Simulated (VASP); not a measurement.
# Ge (Im-3m) in VASP: a series of runs

Runs on Ge. Level: PBEsol. Tasks: single point, relaxation of cell and atoms.

Everything below comes from runs of VASP 6.6.1. Logs are shortened: lines on timing, memory, paths and dates and some standing lists are left out, and cuts for length are marked.

### Step 1. The cell of the first run

It takes space group Im-3m (No. 229, cubic). Conventional cell: a = 3.320 Å, b = 3.320 Å, c = 3.320 Å, α = 90.00°, β = 90.00°, γ = 90.00°. Ge (site symmetry m-3m) has 14 Ge at 2.88 to 3.32 Å within 3.8 Å.

### Step 2. Single point, PBEsol

INCAR

```
ALGO     = Normal         # electronic algorithm
EDIFF    = 1E-6           # SCF threshold, eV
ENCUT    = 520            # plane-wave cutoff, eV
GGA      = PS             # functional
ISIF     = 2              # what is computed and relaxed
ISMEAR   = 0              # smearing method
LASPH    = T              # aspherical terms in the spheres
LCHARG   = T              # write CHGCAR
LELF     = T              # ELF
LREAL    = F              # projectors in reciprocal space
LVHAR    = T            
LWAVE    = F              # write WAVECAR
NBANDS   = 13             # bands
NELM     = 100            # most SCF steps
PREC     = Accurate       # precision mode
SIGMA    = 0.1            # smearing width, eV
```

KPOINTS

```
k-points
0
Gamma
  6 6 6
```

POSCAR

```
Ge
1.0
   -1.6599362223      1.6599362223      1.6599362223
    1.6599362223     -1.6599362223      1.6599362223
    1.6599362223      1.6599362223     -1.6599362223
Ge
1
Direct
    0.0000000000      0.0000000000      0.0000000000
```

Potentials or basis: VASP PAW PBE potentials, release 64 (Ge_d).

On the command line:

```console
$ cat potpaw_PBE.64/Ge_d/POTCAR > POTCAR
$ mpirun -np 1 vasp_std > vasp.out
```

OUTCAR:

```text
EDIFF = 1E-6
   ENCUT = 520
   GGA = PS
   ISIF = 2
   ISMEAR = 0
   LASPH = T
   LREAL = F
   NELM = 100
   PREC = Accurate

 ion  position               nearest neighbor table
   1  0.000  0.000  0.000-

  LATTYP: Found a body centered cubic cell.
 ALAT       =     3.3198724446

  Lattice vectors:

 A1 = (  -1.6599362223,   1.6599362223,   1.6599362223)
 A2 = (   1.6599362223,  -1.6599362223,   1.6599362223)
 A3 = (   1.6599362223,   1.6599362223,  -1.6599362223)

Analysis of symmetry for initial positions (statically):
=====================================================================
 Subroutine PRICEL returns:
 Original cell was already a primitive cell.

 Routine SETGRP: Setting up the symmetry group for a
 body centered cubic supercell.

 Subroutine GETGRP returns: Found 48 space group operations
 (whereof 48 operations were pure point group operations)
 out of a pool of 48 trial point group operations.

The static configuration has the point symmetry O_h .

Analysis of symmetry for dynamics (positions and initial velocities):
=====================================================================
 Subroutine PRICEL returns:
 Original cell was already a primitive cell.

 Routine SETGRP: Setting up the symmetry group for a
 body centered cubic supercell.

 Subroutine GETGRP returns: Found 48 space group operations
 (whereof 48 operations were pure point group operations)
 out of a pool of 48 trial point group operations.

The dynamic configuration has the point symmetry O_h .

 Subroutine INISYM returns: Found 48 space group operations
 (whereof 48 operations are pure point group operations),
 and found     1 'primitive' translations

----------------------------------------------------------------------------------------

                                     Primitive cell

  volume of cell :      18.2951

  direct lattice vectors                    reciprocal lattice vectors
    -1.659936222  1.659936222  1.659936222     0.000000000  0.301216392  0.301216392
     1.659936222 -1.659936222  1.659936222     0.301216392  0.000000000  0.301216392
     1.659936222  1.659936222 -1.659936222     0.301216392  0.301216392  0.000000000

  length of vectors
     2.875093874  2.875093874  2.875093874     0.425984307  0.425984307  0.425984307

  position of ions in fractional coordinates (direct lattice)
     0.000000000  0.000000000  0.000000000

  ion indices of the primitive-cell ions
   primitive index   ion index
                 1           1

----------------------------------------------------------------------------------------

 KPOINTS: k-points

Automatic generation of k-mesh.
 Grid dimensions read from file:
 generate k-points for:    6    6    6

 Generating k-lattice:

  Cartesian coordinates                     Fractional coordinates (reciprocal lattice)
     0.000000000  0.050202732  0.050202732     0.166666667  0.000000000  0.000000000
     0.050202732  0.000000000  0.050202732     0.000000000  0.166666667  0.000000000
     0.050202732  0.050202732  0.000000000     0.000000000  0.000000000  0.166666667

  Length of vectors
     0.070997384  0.070997384  0.070997384

  Shift w.r.t. Gamma in fractional coordinates (k-lattice)
     0.000000000  0.000000000  0.000000000

 Subroutine IBZKPT returns following result:
 ===========================================

 Found     16 irreducible k-points:

 Following reciprocal coordinates:
            Coordinates               Weight
  0.000000  0.000000  0.000000      1.000000
  0.166667  0.000000  0.000000     12.000000
  0.333333  0.000000  0.000000     12.000000
  0.500000  0.000000  0.000000      6.000000
  0.166667  0.166667  0.000000     24.000000
  0.333333  0.166667  0.000000     48.000000
[... 8 lines left out ...]
  0.500000  0.500000  0.333333     12.000000
  0.500000  0.500000  0.500000      1.000000
   k-points           NKPTS =     16   k-points in BZ     NKDIM =     16   number of bands    NBANDS=     13
   number of dos      NEDOS =    301   number of ions     NIONS =      1
   total plane-waves  NPLWV =  13824
   dimension x,y,z NGX =    24 NGY =   24 NGZ =   24
   dimension x,y,z NGXF=    48 NGYF=   48 NGZF=   48
   ions per type =               1
   NGX,Y,Z   is equivalent  to a cutoff of  13.88, 13.88, 13.88 a.u.
   NGXF,Y,Z  is equivalent  to a cutoff of  27.75, 27.75, 27.75 a.u.
 SYSTEM =  unknown system
   PREC   = accura    normal or accurate (medium, high low for compatibility)
   ISTART =      0    job   : 0-new  1-cont  2-samecut
   ICHARG =      2    charge: 1-file 2-atom 10-const
   ISPIN  =      1    spin polarized calculation?
   LNONCOLLINEAR =      F non collinear calculations
   LSORBIT =      F    spin-orbit coupling
   LASPH  =      T    aspherical Exc in radial PAW
   ENCUT  =  520.0 eV  38.22 Ry    6.18 a.u.   5.35  5.35  5.35*2*pi/ulx,y,z
   NELM   =    100;   NELMIN=  2; NELMDL= -5     # of ELM steps
   EDIFF  = 0.1E-05   stopping-criterion for ELM
   LREAL  =      F    real-space projection
   EDIFFG = 0.1E-04   stopping-criterion for IOM
   NSW    =      0    number of steps for IOM
   IBRION =     -1    ionic relax: 0-MD 1-quasi-New 2-CG
   NFREE  =      0    steps in history (QN), initial steepest desc. (CG)
   ISIF   =      2    stress and relaxation
   ISYM   =      2    0-nonsym 1-usesym 2-fastsym
   POTIM  = 0.5000    time-step for ionic-motion
   TEBEG  =    0.0;   TEEND  =   0.0 temperature during run
   PSTRESS=    0.0 pullay stress
   NELECT =      14.0000    total number of electrons
   NUPDOWN=      -1.0000    fix difference up-down
   EMIN   =  10.00;   EMAX   =-10.00  energy-range for DOS
   EFERMI =   0.00;   METHOD = LEGACY
   ISMEAR =     0;   SIGMA  =   0.10  broadening in eV -4-tet -1-fermi 0-gaus
   EFERMI_NEDOS =   21; number of points for ismear=-14 and -15
   IALGO  =     38    algorithm
   IMIX   =      4    mixing-type and parameters
     AMIX     =   0.40;   BMIX     =  1.00
     AMIX_MAG =   1.60;   BMIX_MAG =  1.00
  volume/ion in A,a.u.               =      18.30       123.46
  Fermi-wavevector in a.u.,A,eV,Ry     =   1.497406  2.829686 30.507302  2.242223
  Thomas-Fermi vector in A             =   2.609298
   LORBIT       =      0    0 simple, 1 ext, 2 COOP (PROOUT), +10 PAW based schemes
   GGA     = PS    functional components
   LHFCALC =     F    Hartree Fock is set to
   AEXX    =    0.0000 exact exchange contribution
   IVDW    =     0    specifies the selected vdW correction
   LEPSILON=     F    determine dielectric tensor
   LRPA    =     F    only Hartree local field effects (RPA)
 non-spin polarized calculation
 Gauss-broadening in eV      SIGMA  =   0.10
  energy-cutoff  :      520.00
  volume of cell :       18.30
 maximum number of plane-waves:       531
 NGX is ok and might be reduce to    24
   NGX = 11   NGY = 11   NGZ = 11

 number of electron      14.0000012 magnetization

 Free energy of the ion-electron system (eV)
  ---------------------------------------------------
  ext. energy  EPLUGINS =         0.00000000
  ---------------------------------------------------
  free energy    TOTEN  =        -4.68705763 eV

  energy without entropy =       -4.68456094  energy(sigma->0) =       -4.68580928

 E-fermi :   7.2169     XC(G=0): -11.5937

 val. band max:        6.4840977700   @ k =   0.5000   0.5000   0.5000
 cond. band min:       7.2646286279   @ k =   0.5000   0.5000   0.3333
 fundamental gap:      0.7805308579
 Fermi energy:         7.2169350001

 k-point     1 :       0.0000    0.0000    0.0000
  band No.  band energies     occupation
      1     -17.6893      2.00000
      2     -17.6893      2.00000
      3     -17.6893      2.00000
      4     -17.5942      2.00000
      5     -17.5942      2.00000
      6      -6.4470      2.00000
      7      16.4559      0.00000
      8      16.4559      0.00000
      9      16.4559      0.00000
     10      22.1825      0.00000
     11      22.1825      0.00000
     12      22.1825      0.00000
     13      24.0883      0.00000

 k-point     2 :       0.1667    0.0000    0.0000
  band No.  band energies     occupation
      1     -17.6978      2.00000
      2     -17.6797      2.00000
      3     -17.6517      2.00000
      4     -17.6024      2.00000
      5     -17.5950      2.00000
      6      -5.6944      2.00000
      7      12.0517      0.00000
      8      14.4575      0.00000
      9      15.7237      0.00000
     10      19.3703      0.00000
     11      19.5064      0.00000
     12      22.7810      0.00000
     13      24.0462      0.00000

 k-point     3 :       0.3333    0.0000    0.0000
  band No.  band energies     occupation
      1     -17.7147      2.00000
      2     -17.6766      2.00000
      3     -17.6057      2.00000
      4     -17.5965      2.00000
      5     -17.5755      2.00000
      6      -3.4500      2.00000
      7       5.8178      2.00000
      8      12.2716      0.00000
      9      14.4164      0.00000
     10      17.3223      0.00000
     11      17.4648      0.00000
     12      24.2896      0.00000
     13      26.1057      0.00000
[... 177 lines left out ...]
 k-point    15 :       0.5000    0.5000    0.3333
  band No.  band energies     occupation
      1     -17.6923      2.00000
      2     -17.6831      2.00000
      3     -17.5948      2.00000
      4     -17.5740      2.00000
      5     -17.5475      2.00000
      6       2.1827      2.00000
      7       4.3864      2.00000
      8       7.2646      0.50000
      9       8.7878      0.00000
     10      13.5365      0.00000
     11      14.8448      0.00000
     12      26.6614      0.00000
     13      27.7604      0.00000

 k-point    16 :       0.5000    0.5000    0.5000
  band No.  band energies     occupation
      1     -17.7107      2.00000
      2     -17.7107      2.00000
      3     -17.5510      2.00000
      4     -17.5510      2.00000
      5     -17.5510      2.00000
      6       4.5709      2.00000
      7       6.4841      2.00000
      8       6.4841      2.00000
      9       6.4841      2.00000
     10      11.3203      0.00000
     11      11.3203      0.00000
     12      33.6793      0.00000
     13      34.4570      0.00000

------------------------ aborting loop because EDIFF is reached ----------------------------------------

  FORCE on cell =-STRESS in cart. coord.  units (eV):
  Direction    XX          YY          ZZ          XY          YZ          ZX
  --------------------------------------------------------------------------------------
  -------------------------------------------------------------------------------------
  Total        0.0176172      0.0176172      0.0176172      0.0000000      0.0000000     -0.0000000
  in kB        1.5428154      1.5428154      1.5428154      0.0000000      0.0000000     -0.0000000
  external PRESSURE =       1.5428154 kB  Pullay stress =       0.0000000 kB

 VOLUME and BASIS-vectors are now :
 -----------------------------------------------------------------------------
  energy-cutoff  :      520.00
  volume of cell :       18.30
      direct lattice vectors                 reciprocal lattice vectors
    -1.659936222  1.659936222  1.659936222     0.000000000  0.301216392  0.301216392
     1.659936222 -1.659936222  1.659936222     0.301216392  0.000000000  0.301216392
     1.659936222  1.659936222 -1.659936222     0.301216392  0.301216392  0.000000000

 POSITION                                       TOTAL-FORCE (eV/Angst)
 -----------------------------------------------------------------------------------
      0.00000      0.00000      0.00000        -0.000000     -0.000000      0.000000
 -----------------------------------------------------------------------------------
    total drift:                                0.000000      0.000000      0.000000

  FREE ENERGIE OF THE ION-ELECTRON SYSTEM (eV)
  ---------------------------------------------------
  free  energy   TOTEN  =        -4.6870576277 eV

  energy  without entropy=       -4.6845609392  energy(sigma->0) =       -4.68580928
```

It took 2.6 s on 1 thread of Intel Xeon 6975P-C (Granite Rapids), shared host; peak memory 0.13 GiB.

Results:

| Property | Result |
| --- | --- |
| Free energy | -4.6871 eV |
| Pressure | 0.2 GPa |
| Band gap on the k mesh | zero (band 7 reaches 16.46 eV, above the bottom of band 8 at 3.83 eV) |

Caveat: the k points lie up to 0.45 Å⁻¹ apart; the PAW data sets were made with another functional, which shifts forces and pressure a little.

### Step 3. Single point, PBEsol

This run uses another cell than the first one, of 25.13 Å³/atom, 1.374 times its volume.

INCAR

```
SYSTEM = Ge
PREC = Accurate
ENCUT = 520
EDIFF = 1E-7
ISMEAR = 0
SIGMA = 0.1
LREAL = .False.
LASPH = .True.
NELM = 80
ALGO = Normal
ISIF = 2
LWAVE = .False.
LCHARG = .False.
GGA = PS
NBANDS = 13
```

KPOINTS

```
Automatic mesh
0
Gamma
  8 8 8
  0 0 0
```

POSCAR

```
Ge
1.0
   -1.8452277143      1.8452277143      1.8452277143
    1.8452277143     -1.8452277143      1.8452277143
    1.8452277143      1.8452277143     -1.8452277143
Ge
1
Direct
    0.0000000000      0.0000000000      0.0000000000
```

Potentials or basis: VASP PAW PBE potentials, release 64 (Ge_d).

On the command line:

```console
$ cat potpaw_PBE.64/Ge_d/POTCAR > POTCAR
$ mpirun -np 1 vasp_std > vasp.out
```

Run time: 3.3 s. Hardware: 1 thread of Intel Xeon 6975P-C (Granite Rapids), shared host; peak memory 0.13 GiB.

It converged, with:

```
Free energy            : -4.3387 eV
Pressure               : -11.3 GPa
Band gap on the k mesh : zero (band 7 reaches 10.51 eV, above the bottom of band 8 at 2.05 eV)
```

Levels at points of the mesh, in eV from the Fermi level:
| k point | band 4 | band 5 | band 6 | band 7 | band 8 | band 9 | band 10 | band 11 |
| --- | --- | --- | --- | --- | --- | --- | --- | --- |
| (0.00, 0.00, 0.00) | -24.67 | -24.67 | -11.14 | 6.52 | 6.52 | 6.52 | 12.77 | 12.94 |
| (0.50, 0.00, 0.00) | -24.68 | -24.65 | -7.25 | -3.90 | 3.23 | 5.17 | 7.79 | 8.78 |
| (0.50, 0.50, 0.50) | -24.66 | -24.66 | -4.34 | -0.27 | -0.27 | -0.27 | 4.52 | 4.52 |

Caveat: the PAW data sets were made with another functional, which shifts forces and pressure a little.

[end of part 1 of 2]
